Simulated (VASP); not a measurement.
A run of VASP 6.6.1:

File POSCAR:

```
BaHfO3
1.0
    4.0935175954      0.0000000000      0.0000000000
    0.0000000000      4.0935175954      0.0000000000
    0.0000000000      0.0000000000      4.2222813319
Ba Hf O
1 1 3
Direct
    0.0000000000      0.0000000000      0.0000000000
    0.5000000000      0.5000000000      0.5000000000
    0.5000000000      0.5000000000      0.0000000000
    0.5000000000      0.0000000000      0.5000000000
    0.0000000000      0.5000000000      0.5000000000
```

INCAR.step1

```
SYSTEM = BaHfO3
ALGO = Normal
EDIFF = 1E-4
ENCUT = 520
GGA = PE
GGA_COMPAT = .False.
ISMEAR = 0
LASPH = .True.
LCHARG = .False.
LMAXMIX = 4
LREAL = .False.
LSORBIT = .True.
LWAVE = .True.
MAGMOM = 0 0 0 0 0 0 0 0 0 0 0 0 0 0 0
NBANDS = 53
NELM = 150
PREC = Accurate
SIGMA = 0.01
```

INCAR.step2

```
SYSTEM = BaHfO3
ALGO = Normal
EDIFF = 1E-6
ENCUT = 520
GGA_COMPAT = .False.
ISIF = 2
ISMEAR = 0
ISTART = 1
LASPH = .True.
LCHARG = .True.
LMAXMIX = 4
LMIXTAU = .True.
LORBIT = 11
LORBMOM = .True.
LREAL = .False.
LSORBIT = .True.
LVHAR = .True.
LWAVE = .False.
MAGMOM = 0 0 0 0 0 0 0 0 0 0 0 0 0 0 0
METAGGA = R2SCAN
NBANDS = 53
NELM = 150
PREC = Accurate
SIGMA = 0.01
```

The input KPOINTS:

```
k-points
0
Gamma
  6 6 6
  0 0 0
```

Potentials or basis: VASP PAW PBE potentials, release 64 (Ba_sv, Hf_pv, O).

The run is started by

```sh
$ cat potpaw_PBE.64/Ba_sv/POTCAR potpaw_PBE.64/Hf_pv/POTCAR potpaw_PBE.64/O/POTCAR > POTCAR
$ cp INCAR.step1 INCAR
$ mpirun -np 1 vasp_ncl > vasp.out
$ cp INCAR.step2 INCAR
$ mpirun -np 1 vasp_ncl > vasp.out
```

Hardware: 1 thread of Oxide Virtual Turin-like Processor, with other jobs on the host.

Question: Estimate the wall time of this run.

Answer: Wall time 29 min on 1 thread of Oxide Virtual Turin-like Processor, with other jobs on the host, peak memory 0.45 GiB. Counts: k points 40.
